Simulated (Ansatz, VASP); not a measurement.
**One calculation of Ta, two programs**

```
Ta
1.0
    -1.66903    1.66903    1.77184
     1.66903   -1.66903    1.77184
     1.66903    1.66903   -1.77184
Ta
1
Direct
  0.00000 0.00000 0.00000
```

Alike in both runs: task single point; functional PBE; k mesh 20 × 20 × 20; occupations gaussian, width 0.15 eV; no spin polarisation.

|  | VASP | Ansatz |
| --- | --- | --- |
| version | VASP 6.6.1 | Ansatz 0.2.0 |
| potentials or method | VASP PAW PBE potentials, release 64 (Ta_pv), cutoff 520 eV | scalar-relativistic, plane waves, PAW |
| valence electrons in the cell | 11 | 13 |

Ansatz gave:

| Quantity | Value |
| --- | --- |
| gap on the k mesh at the Fermi level (eV) | none |
| pressure (GPa) | -12.6 |
| traceless stress, the component that is largest in VASP (GPa) | -3.13 |

Question: Which values does VASP return?

Answer: gap on the k mesh at the Fermi level (eV): none; pressure (GPa): -12.6; traceless stress, the component that is largest in VASP (GPa): -3.14.

A gap of «none» marks a metal or a gap that the smearing closes. VASP's potentials hold 11 valence electrons a cell and Ansatz's 13, so a difference there can come from the potentials and not from the codes.

Spin-orbit coupling is off throughout.
